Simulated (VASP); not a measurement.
A run of VASP 6.6.1 is set up as follows.

INCAR

```
ALGO = Normal
EDIFF = 1E-8
ENCUT = 520
GGA = PE
ISIF = 2
ISMEAR = 0
LASPH = True
LCHARG = False
LEPSILON = True
LREAL = False
LWAVE = False
NELM = 100
PREC = Accurate
SIGMA = 0.01
```

KPOINTS

```
k-points
0
Gamma
  8 8 4
```

The input POSCAR:

```
CdSiN2
1.0
    3.0339884445      0.0000000000      0.0000000000
    0.0000000000      3.0339884445      0.0000000000
    0.0000000000      0.0000000000      5.1102333224
Cd N Si
1 2 1
Direct
    0.0000000000      0.0000000000      0.0000000000
    0.0000000000      0.5000000000      0.3197391382
    0.5000000000      0.0000000000      0.6802608618
    0.5000000000      0.5000000000      0.5000000000
```

Potentials or basis: VASP PAW PBE potentials, release 64 (Cd, N, Si).

Launch:

```console
$ cat potpaw_PBE.64/Cd/POTCAR potpaw_PBE.64/N/POTCAR potpaw_PBE.64/Si/POTCAR > POTCAR
$ mpirun -np 1 vasp_std > vasp.out
```

Estimate the electronic dielectric tensor (diagonal).

6.48, 6.48, 6.55.

Estimate the Born charges (mean of the diagonal).

Cd +2.12; N -2.67; Si +3.22 e.

What does it give for the band gap on the k mesh?

1.18 eV, indirect (least direct gap 1.22 eV).

Born effective charge tensors (e):
atom 1, Cd
```
1.91 0.00 0.00
0.00 1.91 0.00
0.00 0.00 2.52
```
atom 2, N
```
-3.19  0.00  0.00
 0.00 -2.20  0.00
 0.00  0.00 -2.62
```
atom 3, N
```
-2.20  0.00  0.00
 0.00 -3.19  0.00
 0.00  0.00 -2.62
```
atom 4, Si
```
3.48 0.00 0.00
0.00 3.48 0.00
0.00 0.00 2.71
```

A k mesh can miss the band edges. A hybrid or GW would open this gap; PBE tends to underestimate it.
